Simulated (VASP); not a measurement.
# Mo (Im-3m) in VASP: further runs

Runs on Mo. Level: PBE. Tasks: single point, relaxation of cell and atoms.

Program: VASP 6.6.1. These are calculated values, not measurements. Logs are shortened: lines on timing, memory, paths and dates and some standing lists are left out, and cuts for length are marked.

**1. The cell of the first run**

It takes space group Im-3m (No. 229, cubic). Conventional cell: a = 2.795 Å, b = 2.795 Å, c = 2.795 Å, α = 90.00°, β = 90.00°, γ = 90.00°. Mo (site symmetry m-3m) has 14 Mo at 2.42 to 2.80 Å within 3.2 Å.

**2. Single point, PBE**

File INCAR:

```
ALGO = Normal
EDIFF = 1E-7
ENCUT = 520
GGA = PE
ISIF = 2
ISMEAR = -1
LASPH = T
LCHARG = T
LELF = T
LREAL = F
LVHAR = T
LWAVE = F
NBANDS = 13
NELM = 100
PREC = Accurate
SIGMA = 0.05
```

File KPOINTS:

```
k-points
0
Gamma
  19 19 19
```

File POSCAR:

```
Mo
1.0
   -1.3976866873      1.3976866873      1.3976866873
    1.3976866873     -1.3976866873      1.3976866873
    1.3976866873      1.3976866873     -1.3976866873
Mo
1
Direct
    0.0000000000      0.0000000000      0.0000000000
```

Potentials or basis: VASP PAW PBE potentials, release 64 (Mo_sv).

The run is started by

```console
cat potpaw_PBE.64/Mo_sv/POTCAR > POTCAR
mpirun -np 1 vasp_std > vasp.out
```

OUTCAR:

```text
EDIFF = 1E-7
   ENCUT = 520
   GGA = PE
   ISIF = 2
   ISMEAR = -1
   LASPH = T
   LREAL = F
   NELM = 100
   PREC = Accurate

 ion  position               nearest neighbor table
   1  0.000  0.000  0.000-

  LATTYP: Found a body centered cubic cell.
 ALAT       =     2.7953733746

  Lattice vectors:

 A1 = (  -1.3976866873,   1.3976866873,   1.3976866873)
 A2 = (   1.3976866873,  -1.3976866873,   1.3976866873)
 A3 = (   1.3976866873,   1.3976866873,  -1.3976866873)

Analysis of symmetry for initial positions (statically):
=====================================================================
 Subroutine PRICEL returns:
 Original cell was already a primitive cell.

 Routine SETGRP: Setting up the symmetry group for a
 body centered cubic supercell.

 Subroutine GETGRP returns: Found 48 space group operations
 (whereof 48 operations were pure point group operations)
 out of a pool of 48 trial point group operations.

The static configuration has the point symmetry O_h .

Analysis of symmetry for dynamics (positions and initial velocities):
=====================================================================
 Subroutine PRICEL returns:
 Original cell was already a primitive cell.

 Routine SETGRP: Setting up the symmetry group for a
 body centered cubic supercell.

 Subroutine GETGRP returns: Found 48 space group operations
 (whereof 48 operations were pure point group operations)
 out of a pool of 48 trial point group operations.

The dynamic configuration has the point symmetry O_h .

 Subroutine INISYM returns: Found 48 space group operations
 (whereof 48 operations are pure point group operations),
 and found     1 'primitive' translations

----------------------------------------------------------------------------------------

                                     Primitive cell

  volume of cell :      10.9217

  direct lattice vectors                    reciprocal lattice vectors
    -1.397686687  1.397686687  1.397686687     0.000000000  0.357733965  0.357733965
     1.397686687 -1.397686687  1.397686687     0.357733965  0.000000000  0.357733965
     1.397686687  1.397686687 -1.397686687     0.357733965  0.357733965  0.000000000

  length of vectors
     2.420864355  2.420864355  2.420864355     0.505912225  0.505912225  0.505912225

  position of ions in fractional coordinates (direct lattice)
     0.000000000  0.000000000  0.000000000

  ion indices of the primitive-cell ions
   primitive index   ion index
                 1           1
[... 74 lines left out ...]
   EDIFFG = 0.1E-05   stopping-criterion for IOM
   NSW    =      0    number of steps for IOM
   IBRION =     -1    ionic relax: 0-MD 1-quasi-New 2-CG
   NFREE  =      0    steps in history (QN), initial steepest desc. (CG)
   ISIF   =      2    stress and relaxation
   ISYM   =      2    0-nonsym 1-usesym 2-fastsym
   POTIM  = 0.5000    time-step for ionic-motion
   TEBEG  =    0.0;   TEEND  =   0.0 temperature during run
   PSTRESS=    0.0 pullay stress
   NELECT =      14.0000    total number of electrons
   NUPDOWN=      -1.0000    fix difference up-down
   EMIN   =  10.00;   EMAX   =-10.00  energy-range for DOS
   EFERMI =   0.00;   METHOD = LEGACY
   ISMEAR =    -1;   SIGMA  =   0.05  broadening in eV -4-tet -1-fermi 0-gaus
   EFERMI_NEDOS =   21; number of points for ismear=-14 and -15
   IALGO  =     38    algorithm
   IMIX   =      4    mixing-type and parameters
     AMIX     =   0.40;   BMIX     =  1.00
     AMIX_MAG =   1.60;   BMIX_MAG =  1.00
  volume/ion in A,a.u.               =      10.92        73.70
  Fermi-wavevector in a.u.,A,eV,Ry     =   1.778365  3.360623 43.029564  3.162584
  Thomas-Fermi vector in A             =   2.843573
   LORBIT       =      0    0 simple, 1 ext, 2 COOP (PROOUT), +10 PAW based schemes
   GGA     = PE    functional components
[... 5 lines left out ...]
 non-spin polarized calculation
  energy-cutoff  :      520.00
  volume of cell :       10.92
 maximum number of plane-waves:       321
 NGX is ok and might be reduce to    18
   NGX =  9   NGY =  9   NGZ =  9

 number of electron      13.9999997 magnetization

 Free energy of the ion-electron system (eV)
  ---------------------------------------------------
  ext. energy  EPLUGINS =         0.00000000
  ---------------------------------------------------
  free energy    TOTEN  =        -8.64572466 eV

  energy without entropy =       -8.63904210  energy(sigma->0) =       -8.64238338

 E-fermi :  19.4100     XC(G=0): -15.5302

 val. band max:       19.4078135355   @ k =  -0.2105   0.2105   0.2105
 cond. band min:      19.4138794873   @ k =  -0.3158   0.3684   0.1579
 fundamental gap:      0.0060659518
 Fermi energy:        19.4100047231

 k-point     1 :       0.0000    0.0000    0.0000
  band No.  band energies     occupation
      1     -42.5856      2.00000
      2     -14.3084      2.00000
      3     -14.3084      2.00000
      4     -14.3084      2.00000
      5      11.4829      2.00000
      6      16.9693      2.00000
      7      16.9693      2.00000
      8      16.9693      2.00000
      9      21.5361      0.00000
     10      21.5361      0.00000
     11      34.3054      0.00000
     12      34.3054      0.00000
     13      34.3054      0.00000
[... 354 lines left out ...]
  band No.  band energies     occupation
      1     -41.6982      2.00000
      2     -17.6590      2.00000
      3     -15.4665      2.00000
      4     -14.5347      2.00000
      5      12.5393      2.00000
      6      14.3016      2.00000
      7      19.1631      1.98578
      8      21.3703      0.00000
      9      23.0548      0.00000
     10      25.9321      0.00000
     11      34.1312      0.00000
     12      38.4300      0.00000
     13      43.9321      0.00000

 [... further k-points ...]

------------------------ aborting loop because EDIFF is reached ----------------------------------------

  FORCE on cell =-STRESS in cart. coord.  units (eV):
  Direction    XX          YY          ZZ          XY          YZ          ZX
  --------------------------------------------------------------------------------------
  -------------------------------------------------------------------------------------
  Total       13.8389300     13.8389300     13.8389300     -0.0000000      0.0000000      0.0000000
  in kB     2030.1289173   2030.1289173   2030.1289173     -0.0000000      0.0000000      0.0000000
  external PRESSURE =    2030.1289173 kB  Pullay stress =       0.0000000 kB

 VOLUME and BASIS-vectors are now :
 -----------------------------------------------------------------------------
  energy-cutoff  :      520.00
  volume of cell :       10.92
      direct lattice vectors                 reciprocal lattice vectors
    -1.397686687  1.397686687  1.397686687     0.000000000  0.357733965  0.357733965
     1.397686687 -1.397686687  1.397686687     0.357733965  0.000000000  0.357733965
     1.397686687  1.397686687 -1.397686687     0.357733965  0.357733965  0.000000000

 POSITION                                       TOTAL-FORCE (eV/Angst)
 -----------------------------------------------------------------------------------
      0.00000      0.00000      0.00000         0.000000      0.000000      0.000000
 -----------------------------------------------------------------------------------
    total drift:                                0.000000      0.000000      0.000000

  FREE ENERGIE OF THE ION-ELECTRON SYSTEM (eV)
  ---------------------------------------------------
  free  energy   TOTEN  =        -8.6457246591 eV

  energy  without entropy=       -8.6390421015  energy(sigma->0) =       -8.64238338
```

OSZICAR:

```text
N       E                     dE             d eps       ncg     rms          rms(c)
DAV:   1     0.941783379419E+02    0.94178E+02   -0.81723E+03  5789   0.115E+03
DAV:   2    -0.797433743984E+01   -0.10215E+03   -0.98120E+02  6485   0.324E+02
DAV:   3    -0.901055246883E+01   -0.10362E+01   -0.10342E+01  6510   0.324E+01
DAV:   4    -0.901244255893E+01   -0.18901E-02   -0.18901E-02  6580   0.164E+00
DAV:   5    -0.901245061796E+01   -0.80590E-05   -0.80569E-05  6455   0.976E-02    0.339E+01
DAV:   6    -0.872020325429E+01    0.29225E+00   -0.25627E-01  6065   0.682E+00    0.158E+01
DAV:   7    -0.864849556241E+01    0.71708E-01   -0.12183E-01  6265   0.460E+00    0.117E+00
DAV:   8    -0.864574337279E+01    0.27522E-02   -0.63402E-03  5860   0.106E+00    0.171E-01
DAV:   9    -0.864571794741E+01    0.25425E-04   -0.40780E-05  6755   0.881E-02    0.541E-02
DAV:  10    -0.864572452041E+01   -0.65730E-05   -0.10035E-05  6025   0.419E-02    0.403E-03
DAV:  11    -0.864572478160E+01   -0.26119E-06   -0.46633E-07  6175   0.904E-03    0.788E-04
DAV:  12    -0.864572463039E+01    0.15121E-06   -0.11197E-08  3295   0.156E-03    0.228E-04
DAV:  13    -0.864572465909E+01   -0.28705E-07   -0.74484E-10  3030   0.380E-04
   1 F= -.86457247E+01 E0= -.86423834E+01  d E =-.668256E-02
```

It took 23 s on 1 thread of Intel Xeon Platinum 8259CL at 2.50GHz (Skylake/Cascade Lake), shared host; peak memory 0.14 GiB.

What came out:

```
Free energy            : -8.6457 eV
Pressure               : 203.0 GPa
Band gap on the k mesh : zero (bands 7 and 8 overlap by 8.42 eV)
```

Levels at points of the mesh, in eV from the Fermi level:
| k point | band 3 | band 4 | band 5 | band 6 | band 7 | band 8 | band 9 | band 10 | band 11 | band 12 |
| --- | --- | --- | --- | --- | --- | --- | --- | --- | --- | --- |
| (0.00, 0.00, 0.00) | -33.72 | -33.72 | -7.93 | -2.44 | -2.44 | -2.44 | 2.13 | 2.13 | 14.90 | 14.90 |

Caveat: the cell stands under pressure.

**3. Single point, PBE**

File INCAR:

```
PREC = Accurate ; ENCUT = 520
EDIFF = 1E-7 ; ISMEAR = -1
SIGMA = 0.05 ; LREAL = False
LASPH = True ; NELM = 100
ALGO = Normal ; ISIF = 2
LWAVE = False ; LCHARG = False
GGA = PE ; NBANDS = 13
```

File KPOINTS:

```
Automatic mesh
0
Gamma
  19 19 19
```

File POSCAR:

```
Mo
1.0
   -1.3976149951      1.3976149951      1.3976149951
    1.3976149951     -1.3976149951      1.3976149951
    1.3976149951      1.3976149951     -1.3976149951
Mo
1
Direct
    0.0000000000      0.0000000000      0.0000000000
```

Potentials or basis: VASP PAW PBE potentials, release 64 (Mo_sv).

The run is started by

```console
cat potpaw_PBE.64/Mo_sv/POTCAR > POTCAR
mpirun -np 1 vasp_std > vasp.out
```

Run time: 24 s. Hardware: 1 thread of Intel Xeon Platinum 8259CL at 2.50GHz (Skylake/Cascade Lake), shared host; peak memory 0.14 GiB.

Results (log left out):

```
Free energy            : -8.6436 eV
Pressure               : 203.2 GPa
Band gap on the k mesh : zero (bands 7 and 8 overlap by 8.42 eV)
```

Levels at points of the mesh, in eV from the Fermi level:
| k point | band 3 | band 4 | band 5 | band 6 | band 7 | band 8 | band 9 | band 10 | band 11 | band 12 |
| --- | --- | --- | --- | --- | --- | --- | --- | --- | --- | --- |
| (0.00, 0.00, 0.00) | -33.72 | -33.72 | -7.93 | -2.44 | -2.44 | -2.44 | 2.13 | 2.13 | 14.90 | 14.90 |

Caveat: the cell stands under pressure.

**4. Single point, PBE**

This run uses another cell than the first one, of 15.79 Å³/atom.

File INCAR:

```
SYSTEM = Mo
  PREC = Accurate
  ENCUT = 520
  EDIFF = 1E-6
  ISMEAR = -1
  SIGMA = 0.05
  LREAL = .False.
  LASPH = .True.
  NELM = 60
  ALGO = Normal
  ISIF = 2
  LWAVE = .False.
  LCHARG = .True.
  GGA = PE
  LELF = .True.
  LVHAR = .True.
  NBANDS = 13
```

File KPOINTS:

```
Automatic mesh
0
Gamma
  19 19 19
  0 0 0
```

File POSCAR:

```
Mo
1.0
   -1.5803489283      1.5803489283      1.5803489283
    1.5803489283     -1.5803489283      1.5803489283
    1.5803489283      1.5803489283     -1.5803489283
Mo
1
Direct
    0.0000000000      0.0000000000      0.0000000000
```

The run is started by

```console
cat potpaw_PBE.64/Mo_sv/POTCAR > POTCAR
mpirun -np 1 vasp_std > vasp.out
```

Run time: 25 s. Hardware: 1 thread of Intel Xeon Platinum 8259CL at 2.50GHz (Skylake/Cascade Lake), shared host; peak memory 0.15 GiB.

The run converged. Its results:

- Free energy: -10.9381 eV
- Pressure: 0.5 GPa
- Band gap on the k mesh: zero (bands 7 and 8 overlap by 5.09 eV)

Levels at points of the mesh, in eV from the Fermi level:
```
           k point  band 3  band 4  band 5  band 6  band 7  band 8  band 9  band 10  band 11  band 12
(0.00, 0.00, 0.00)  -34.59  -34.59   -7.22   -1.37   -1.37   -1.37    1.62     1.62    14.80    14.80
```

**5. Relaxation of cell and atoms, PBE, target pressure 200 GPa, at which the enthalpy is minimised**

This run uses another cell than the first one, of 10.88 Å³/atom.

File INCAR:

```
PREC = Accurate
ENCUT = 600
EDIFF = 1E-6
ISMEAR = -1
SIGMA = 0.05
LREAL = F
LASPH = T
NELM = 100
ALGO = Normal
ISIF = 3
LWAVE = F
LCHARG = F
GGA = PE
IBRION = 2
NSW = 60
EDIFFG = -0.005
PSTRESS = 2000.0
```

File KPOINTS:

```
Automatic mesh
0
Gamma
  19 19 19
```

File POSCAR:

```
Mo
1.0
   -1.3958092119      1.3958092119      1.3958092119
    1.3958092119     -1.3958092119      1.3958092119
    1.3958092119      1.3958092119     -1.3958092119
Mo
1
Direct
    0.0000000000      0.0000000000      0.0000000000
```

Potentials or basis: VASP PAW PBE potentials, release 64 (Mo_sv).

The run is started by

```console
cat potpaw_PBE.64/Mo_sv/POTCAR > POTCAR
mpirun -np 1 vasp_std > vasp.out
```

OUTCAR:

```text
PREC = Accurate
   ENCUT = 600
   EDIFF = 1E-6
   ISMEAR = -1
   LREAL = F
   LASPH = T
   NELM = 100
   ISIF = 3
   GGA = PE
   IBRION = 2
   NSW = 60
   EDIFFG = -0.005
   PSTRESS = 2000.0

 ion  position               nearest neighbor table
   1  0.000  0.000  0.000-

  LATTYP: Found a body centered cubic cell.
 ALAT       =     2.7916184238

  Lattice vectors:

 A1 = (  -1.3958092119,   1.3958092119,   1.3958092119)
 A2 = (   1.3958092119,  -1.3958092119,   1.3958092119)
 A3 = (   1.3958092119,   1.3958092119,  -1.3958092119)

Analysis of symmetry for initial positions (statically):
=====================================================================
 Subroutine PRICEL returns:
 Original cell was already a primitive cell.

[... 293 lines left out ...]
 Fermi energy:        19.3423626396

 k-point     1 :       0.0000    0.0000    0.0000
  band No.  band energies     occupation
      1     -42.6393      2.00000
      2     -14.3848      2.00000
      3     -14.3848      2.00000
      4     -14.3848      2.00000
      5      11.4144      2.00000
      6      16.9140      2.00000
      7      16.9140      2.00000
      8      16.9140      2.00000
      9      21.4657      0.00000
     10      21.4657      0.00000
     11      34.2415      0.00000
[... 309 lines left out ...]
 k-point    24 :       0.3158    0.1053   -0.0000
  band No.  band energies     occupation
      1     -41.7614      2.00000
      2     -17.7074      2.00000
      3     -15.5331      2.00000
      4     -14.6086      2.00000
      5      12.4933      2.00000
      6      14.2558      2.00000
      7      19.0867      1.98803
      8      21.2962      0.00000
      9      22.9742      0.00000
     10      25.8377      0.00000
     11      34.0527      0.00000

 [... further k-points ...]

------------------------ aborting loop because EDIFF is reached ----------------------------------------

  FORCE on cell =-STRESS in cart. coord.  units (eV):
  Direction    XX          YY          ZZ          XY          YZ          ZX
  --------------------------------------------------------------------------------------
  -------------------------------------------------------------------------------------
  Total       13.6711727     13.6711727     13.6711727      0.0000000     -0.0000000      0.0000000
  in kB     1999.3245423   1999.3245423   1999.3245423      0.0000000     -0.0000000      0.0000000
  external PRESSURE =      -0.6754577 kB  Pullay stress =    2000.0000000 kB
[... 20 lines left out ...]
  energy  without entropy=       -8.6814465031  energy(sigma->0) =       -8.68482391

  enthalpy is  TOTEN    =         4.9875901259 eV   P V=       13.6757914512

 reached required accuracy - stopping structural energy minimisation
```

CONTCAR:

```text
Mo
   1.00000000000000
    -1.3991287741207170    1.3991287741207170    1.3991287741207170
     1.3991287741207170   -1.3991287741207170    1.3991287741207170
     1.3991287741207170    1.3991287741207170   -1.3991287741207170
  Mo
     1
Direct
     0.0000000000000000    0.0000000000000000    0.0000000000000000

  0.00000000E+00  0.00000000E+00  0.00000000E+00
```

Run time: 54 s. Hardware: 1 thread of Intel Xeon Platinum 8259CL at 2.50GHz (Skylake/Cascade Lake), shared host; peak memory 0.16 GiB.

Results:

```
Free energy                                                : -8.6882 eV
Relaxed volume                                             : 10.96 Å³/atom
Relaxed cell                                               : a = 2.423 Å, b = 2.423 Å, c = 2.423 Å, α = 109.47°, β = 109.47°, γ = 109.47°
Space group after relaxing (to 0.1 Å)                      : Im-3m (No. 229)
Energy change on relaxing (the run minimises the enthalpy) : -98.7 meV/atom
Ionic steps                                                : 4
Pressure after relaxing                                    : 199.9 GPa
Band gap on the k mesh                                     : zero (bands 7 and 8 overlap by 8.38 eV)
```

Step by step:
```
step  energy change (eV)  largest force (eV/Å)  pressure (GPa)  volume (Å³)
   1              0.0000                0.0000          206.65        10.88
   2             -0.8065                0.0000          151.63        11.60
   3             -0.1019                0.0000          199.78        10.96
   4             -0.0987                0.0000          199.93        10.96
```

Final structure:
```
Mo
1.0
    -1.39913    1.39913    1.39913
     1.39913   -1.39913    1.39913
     1.39913    1.39913   -1.39913
Mo
1
Cartesian
  0.0000 0.0000 0.0000
```

Levels at points of the mesh, in eV from the Fermi level:
```tsv
k point	band 4	band 5	band 6	band 7	band 8	band 9	band 10	band 11
(0.00, 0.00, 0.00)	-33.73	-7.93	-2.43	-2.43	-2.43	2.12	2.12	14.90
```

Caveat: the cell is relaxed towards a set pressure, so the run minimises the enthalpy, not the energy.

**6. Overview**

```csv
task,cell,cutoff (eV),gap on the mesh (eV),pressure (GPa)
single point,"a = 2.421 Å, angles 109.5°, 1 atom",520,none,203.2
single point,"a = 2.737 Å, angles 109.5°, 1 atom",520,none,0.5
relaxation of cell and atoms,"relaxed to 200 GPa from a = 2.418 Å, angles 109.5°, 1 atom",600,none,199.9
```

Alike in all rows: level PBE; potentials or basis VASP PAW PBE potentials, release 64 (Mo_sv); no spin polarisation; k mesh 19 × 19 × 19; smearing fermi-dirac 0.05 eV.

Caveats: the cell stands under pressure (at least some runs); the cell is relaxed towards a set pressure, so the run minimises the enthalpy, not the energy (at least some runs).

Total energies depend on the potentials used, so only differences within one code and one set of settings carry meaning.
